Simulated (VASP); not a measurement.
# GaN (Cm) in VASP: single point with PBE

Aim: the single point of GaN with PBE.

Program: VASP 6.6.1. These are calculated values, not measurements. Logs are shortened: lines on timing, memory, paths and dates and some standing lists are left out, and cuts for length are marked.

### 1 The cell of the first run

It takes space group Cm (No. 8, monoclinic). The conventional cell has a = 5.597 Å, b = 3.287 Å, c = 5.220 Å, α = 90.00°, β = 92.26°, γ = 90.00°. Within 2.6 Å of Ga (site symmetry m) lie 4 N at 1.93 to 2.23 Å. Within 2.1 Å of Ga (site symmetry m) lie 4 N at 1.61 to 2.07 Å. Within 2.6 Å of N (site symmetry m) lie 4 Ga at 1.93 to 2.07 Å. Within 2.1 Å of N (site symmetry m) lie 3 Ga at 1.61 to 2.04 Å.

### 2 Single point, PBE (strained and its atoms moved)

INCAR reads:

```
SYSTEM = GaN
PREC = Accurate
ENCUT = 520
EDIFF = 1E-6
ISMEAR = 0
SIGMA = 0.02
LREAL = .FALSE.
LASPH = .TRUE.
NELM = 80
ALGO = Normal
ISIF = 2
LWAVE = .FALSE.
LCHARG = .FALSE.
GGA = PE
NBANDS = 26
```

KPOINTS reads:

```
regular mesh
0
G
  12 12 6
  0 0 0
```

POSCAR reads:

```
GaN
1.0
    3.2871020491      0.0000000000      0.0000000000
   -1.6435510246      2.7978586202      0.0550792098
    0.0000000000      0.1033200000      5.2185898800
Ga N
2 2
Direct
    0.3192968919      0.6385937837      0.0104226408
    0.6652547969      0.3305095939      0.5268996293
    0.3270192307      0.6540384615      0.3790736375
    0.6884290805      0.3768581609      0.8336040923
```

Potentials or basis: VASP PAW PBE potentials, release 64 (Ga_d, N).

Launch:

```sh
$ cat potpaw_PBE.64/Ga_d/POTCAR potpaw_PBE.64/N/POTCAR > POTCAR
$ mpirun -np 1 vasp_std > vasp.out
```

OUTCAR:

```text
SYSTEM = GaN
   PREC = Accurate
   ENCUT = 520
   EDIFF = 1E-6
   ISMEAR = 0
   LREAL = .FALSE.
   LASPH = .TRUE.
   NELM = 80
   ISIF = 2
   GGA = PE

 ion  position               nearest neighbor table
   1  0.319  0.639  0.010-   3 1.93   4 2.04   4 2.04   4 2.23
   2  0.665  0.331  0.527-   4 1.61   3 2.02   3 2.02   3 2.07
   3  0.327  0.654  0.379-   1 1.93   2 2.02   2 2.02   2 2.07
   4  0.688  0.377  0.834-   2 1.61   1 2.04   1 2.04   1 2.23

  LATTYP: Found a base centered monoclinic cell.
 ALAT       =     5.5968014358
 B/A-ratio  =     0.5873179685
 C/A-ratio  =     0.9326063516
 COS(beta)  =    -0.0394692701

  Lattice vectors:

 A1 = (  -1.6435510245,  -2.7978586202,  -0.0550792098)
 A2 = (   1.6435510246,  -2.7978586202,  -0.0550792098)
 A3 = (   0.0000000000,   0.1033200000,   5.2185898800)

Analysis of symmetry for initial positions (statically):
=====================================================================
 Subroutine PRICEL returns:
 Original cell was already a primitive cell.

 Routine SETGRP: Setting up the symmetry group for a
 base centered monoclinic supercell.

 Subroutine GETGRP returns: Found  2 space group operations
 (whereof  2 operations were pure point group operations)
 out of a pool of  4 trial point group operations.

The static configuration has the point symmetry C_1h.

Analysis of symmetry for dynamics (positions and initial velocities):
=====================================================================
 Subroutine PRICEL returns:
 Original cell was already a primitive cell.

 Routine SETGRP: Setting up the symmetry group for a
 base centered monoclinic supercell.

 Subroutine GETGRP returns: Found  2 space group operations
 (whereof  2 operations were pure point group operations)
 out of a pool of  4 trial point group operations.

The dynamic configuration has the point symmetry C_1h.

 Subroutine INISYM returns: Found  2 space group operations
 (whereof  2 operations are pure point group operations),
 and found     1 'primitive' translations

----------------------------------------------------------------------------------------

                                     Primitive cell

  volume of cell :      47.9759

  direct lattice vectors                    reciprocal lattice vectors
     3.287102049  0.000000000  0.000000000     0.304219335  0.178777780 -0.003539523
    -1.643551025  2.797858620  0.055079210     0.000000000  0.357555561 -0.007079047
     0.000000000  0.103320000  5.218589880     0.000000000 -0.003773793  0.191697361

  length of vectors
     3.287102049  3.245351529  5.219612568     0.352878771  0.357625631  0.191734503

  position of ions in fractional coordinates (direct lattice)
     0.319296892  0.638593784  0.010422641
     0.665254797  0.330509594  0.526899629
     0.327019231  0.654038462  0.379073637
     0.688429081  0.376858161  0.833604092

  ion indices of the primitive-cell ions
   primitive index   ion index
                 1           1
                 2           2
                 3           3
                 4           4

----------------------------------------------------------------------------------------

 KPOINTS: regular mesh

Automatic generation of k-mesh.
 Grid dimensions read from file:
 generate k-points for:   12   12    6

 Generating k-lattice:

  Cartesian coordinates                     Fractional coordinates (reciprocal lattice)
     0.025351611  0.014898148 -0.000294960     0.083333333 -0.000000000  0.000000000
     0.000000000  0.029796297 -0.000589921     0.000000000  0.083333333  0.000000000
     0.000000000 -0.000628965  0.031949560     0.000000000  0.000000000  0.166666667

  Length of vectors
     0.029406564  0.029802136  0.031955751

  Shift w.r.t. Gamma in fractional coordinates (k-lattice)
     0.000000000  0.000000000  0.000000000

 Subroutine IBZKPT returns following result:
 ===========================================

 Found    242 irreducible k-points:

 Following reciprocal coordinates:
            Coordinates               Weight
  0.000000  0.000000  0.000000      1.000000
  0.083333 -0.000000 -0.000000      4.000000
  0.166667 -0.000000 -0.000000      4.000000
  0.250000 -0.000000  0.000000      4.000000
  0.333333 -0.000000 -0.000000      4.000000
  0.416667 -0.000000 -0.000000      4.000000
[... 16 lines left out ...]
  0.333333  0.166667 -0.000000      4.000000
  0.416667  0.166667 -0.000000      4.000000
 [... further k-points ...]
   k-points           NKPTS =    242   k-points in BZ     NKDIM =    242   number of bands    NBANDS=     26
   number of dos      NEDOS =    301   number of ions     NIONS =      4
   total plane-waves  NPLWV =  23040
   dimension x,y,z NGX =    24 NGY =   24 NGZ =   40
   dimension x,y,z NGXF=    48 NGYF=   48 NGZF=   80
   ions per type =               2   2
   NGX,Y,Z   is equivalent  to a cutoff of  12.14, 12.29, 12.74 a.u.
   NGXF,Y,Z  is equivalent  to a cutoff of  24.28, 24.59, 25.48 a.u.
 SYSTEM =  GaN
   PREC   = accura    normal or accurate (medium, high low for compatibility)
   ISTART =      0    job   : 0-new  1-cont  2-samecut
   ICHARG =      2    charge: 1-file 2-atom 10-const
   ISPIN  =      1    spin polarized calculation?
   LNONCOLLINEAR =      F non collinear calculations
   LSORBIT =      F    spin-orbit coupling
   LASPH  =      T    aspherical Exc in radial PAW
   ENCUT  =  520.0 eV  38.22 Ry    6.18 a.u.   6.11  6.03  9.71*2*pi/ulx,y,z
   NELM   =     80;   NELMIN=  2; NELMDL= -5     # of ELM steps
   EDIFF  = 0.1E-05   stopping-criterion for ELM
   LREAL  =      F    real-space projection
   EDIFFG = 0.1E-04   stopping-criterion for IOM
   NSW    =      0    number of steps for IOM
   IBRION =     -1    ionic relax: 0-MD 1-quasi-New 2-CG
   NFREE  =      0    steps in history (QN), initial steepest desc. (CG)
   ISIF   =      2    stress and relaxation
   ISYM   =      2    0-nonsym 1-usesym 2-fastsym
   POTIM  = 0.5000    time-step for ionic-motion
   TEBEG  =    0.0;   TEEND  =   0.0 temperature during run
   PSTRESS=    0.0 pullay stress
   NELECT =      36.0000    total number of electrons
   NUPDOWN=      -1.0000    fix difference up-down
   EMIN   =  10.00;   EMAX   =-10.00  energy-range for DOS
   EFERMI =   0.00;   METHOD = LEGACY
   ISMEAR =     0;   SIGMA  =   0.02  broadening in eV -4-tet -1-fermi 0-gaus
   EFERMI_NEDOS =   21; number of points for ismear=-14 and -15
   IALGO  =     38    algorithm
   IMIX   =      4    mixing-type and parameters
     AMIX     =   0.40;   BMIX     =  1.00
     AMIX_MAG =   1.60;   BMIX_MAG =  1.00
  volume/ion in A,a.u.               =      11.99        80.94
  Fermi-wavevector in a.u.,A,eV,Ry     =   1.487652  2.811255 30.111175  2.213109
  Thomas-Fermi vector in A             =   2.600786
   LORBIT       =      0    0 simple, 1 ext, 2 COOP (PROOUT), +10 PAW based schemes
   GGA     = PE    functional components
   LHFCALC =     F    Hartree Fock is set to
   AEXX    =    0.0000 exact exchange contribution
   IVDW    =     0    specifies the selected vdW correction
   LEPSILON=     F    determine dielectric tensor
   LRPA    =     F    only Hartree local field effects (RPA)
 non-spin polarized calculation
 Gauss-broadening in eV      SIGMA  =   0.02
  energy-cutoff  :      520.00
  volume of cell :       47.98
 maximum number of plane-waves:      1310
   NGX = 13   NGY = 13   NGZ = 19

 number of electron      35.9999999 magnetization

 Free energy of the ion-electron system (eV)
  ---------------------------------------------------
  ext. energy  EPLUGINS =         0.00000000
  ---------------------------------------------------
  free energy    TOTEN  =       -22.73372801 eV

  energy without entropy =      -22.73372801  energy(sigma->0) =      -22.73372801

 E-fermi :   5.2200     XC(G=0): -11.4063

 val. band max:        5.0943429506   @ k =   0.0000   0.0000   0.0000
 cond. band min:       6.2852141279   @ k =   0.0000   0.0000   0.0000
 fundamental gap:      1.1908711774
 Fermi energy:         5.2199610174

 k-point     1 :       0.0000    0.0000    0.0000
  band No.  band energies     occupation
      1     -11.3954      2.00000
      2     -10.0285      2.00000
      3      -8.9148      2.00000
      4      -8.9125      2.00000
      5      -8.7737      2.00000
      6      -8.7444      2.00000
[... 18 lines left out ...]
     25      16.8130      0.00000
     26      17.0368      0.00000

 k-point     2 :       0.0833   -0.0000   -0.0000
  band No.  band energies     occupation
      1     -11.3533      2.00000
      2     -10.0115      2.00000
      3      -8.9133      2.00000
      4      -8.9057      2.00000
      5      -8.7652      2.00000
      6      -8.7478      2.00000
[... 18 lines left out ...]
     25      16.5213      0.00000
     26      17.2795      0.00000

 k-point     3 :       0.1667   -0.0000   -0.0000
  band No.  band energies     occupation
      1     -11.2414      2.00000
      2      -9.9656      2.00000
      3      -8.9129      2.00000
      4      -8.8834      2.00000
      5      -8.7671      2.00000
      6      -8.7485      2.00000
[... 18 lines left out ...]
     25      16.5726      0.00000
     26      17.3169      0.00000

 k-point     4 :       0.2500   -0.0000    0.0000
  band No.  band energies     occupation
      1     -11.0980      2.00000
      2      -9.9048      2.00000
      3      -8.9104      2.00000
      4      -8.8567      2.00000
      5      -8.7796      2.00000
      6      -8.7463      2.00000
[... 18 lines left out ...]
     25      16.2636      0.00000
     26      17.5231      0.00000
[... 496 lines left out ...]
      1     -10.9254      2.00000
      2      -9.8261      2.00000
      3      -8.8849      2.00000
      4      -8.8598      2.00000
      5      -8.7868      2.00000
      6      -8.7514      2.00000
[... 18 lines left out ...]
     25      15.6615      0.00000
     26      18.5108      0.00000

 k-point    23 :       0.3333    0.1667   -0.0000
  band No.  band energies     occupation
      1     -10.8562      2.00000
      2      -9.7958      2.00000
      3      -8.8748      2.00000
      4      -8.8610      2.00000
      5      -8.7814      2.00000
      6      -8.7439      2.00000
[... 18 lines left out ...]
     25      16.1700      0.00000
     26      18.3369      0.00000

 k-point    24 :       0.4167    0.1667   -0.0000
  band No.  band energies     occupation
      1     -10.8335      2.00000
      2      -9.7864      2.00000
      3      -8.8762      2.00000
      4      -8.8566      2.00000
      5      -8.7750      2.00000
      6      -8.7398      2.00000
[... 18 lines left out ...]
     25      16.9622      0.00000
     26      17.8281      0.00000

 [... further k-points ...]

------------------------ aborting loop because EDIFF is reached ----------------------------------------

  FORCE on cell =-STRESS in cart. coord.  units (eV):
  Direction    XX          YY          ZZ          XY          YZ          ZX
  --------------------------------------------------------------------------------------
  -------------------------------------------------------------------------------------
  Total       -2.3783294     -2.1860996     12.3052979      0.0000000      0.5495036     -0.0000000
  in kB      -79.4254665    -73.0058580    410.9414002      0.0000000     18.3509412     -0.0000000
  external PRESSURE =      86.1700252 kB  Pullay stress =       0.0000000 kB

 VOLUME and BASIS-vectors are now :
 -----------------------------------------------------------------------------
  energy-cutoff  :      520.00
  volume of cell :       47.98
      direct lattice vectors                 reciprocal lattice vectors
     3.287102049  0.000000000  0.000000000     0.304219335  0.178777780 -0.003539523
    -1.643551025  2.797858620  0.055079210     0.000000000  0.357555561 -0.007079047
     0.000000000  0.103320000  5.218589880     0.000000000 -0.003773793  0.191697361

 POSITION                                       TOTAL-FORCE (eV/Angst)
 -----------------------------------------------------------------------------------
      0.00000      1.78777      0.08956        -0.000000      0.570580     -0.890465
      1.64355      0.97916      2.76788         0.000000     -0.933578     -9.593977
     -0.00000      1.86907      2.01425        -0.000000      0.232426     -0.346934
      1.64355      1.14052      4.37099         0.000000      0.130571     10.831376
 -----------------------------------------------------------------------------------
    total drift:                               -0.000002     -0.001043      0.000504

  FREE ENERGIE OF THE ION-ELECTRON SYSTEM (eV)
  ---------------------------------------------------
  free  energy   TOTEN  =       -22.7337280132 eV

  energy  without entropy=      -22.7337280132  energy(sigma->0) =      -22.73372801
```

Run time: 92 s. Hardware: 1 thread of Intel Xeon 6975P-C (Granite Rapids), shared host; peak memory 0.35 GiB.

Results:

| Item | Value |
| --- | --- |
| Free energy | -22.7337 eV |
| Pressure | 8.6 GPa |
| Largest force | 10.832 eV/Å |
| Band gap on the k mesh | 1.19 eV |

Forces in eV/Å, atoms in the order of the input:
```
Ga   0.000  0.571 -0.890
Ga   0.000 -0.934 -9.594
N    0.000  0.232 -0.347
N    0.000  0.131 10.831
```

Levels at points of the mesh, in eV from the valence-band top:
| k point | band 15 | band 16 | band 17 | band 18 | band 19 | band 20 | band 21 | band 22 |
| --- | --- | --- | --- | --- | --- | --- | --- | --- |
| (0.00, 0.00, 0.00) | -1.13 | -0.82 | -0.11 | 0.00 | 1.19 | 3.97 | 7.95 | 9.11 |
| (0.50, 0.00, 0.00) | -4.45 | -3.08 | -2.73 | -0.61 | 4.53 | 5.05 | 5.20 | 8.19 |
| (0.00, 0.50, 0.00) | -4.27 | -3.12 | -2.44 | -0.80 | 3.99 | 4.43 | 5.03 | 8.05 |
| (0.00, 0.00, 0.50) | -1.40 | -0.87 | -0.58 | -0.29 | 3.51 | 3.65 | 7.04 | 9.16 |
| (0.50, 0.00, 0.50) | -2.53 | -2.20 | -1.94 | -1.33 | 3.34 | 3.70 | 6.80 | 8.29 |
| (0.00, 0.50, 0.50) | -2.75 | -2.50 | -2.07 | -1.67 | 3.63 | 3.72 | 6.75 | 7.32 |

Caveat: the cell differs from its parent crystal (strained and its atoms moved); the cell stands under pressure; forces of over 1 eV/Å act on the atoms, so gaps and moduli don't describe the material at rest.
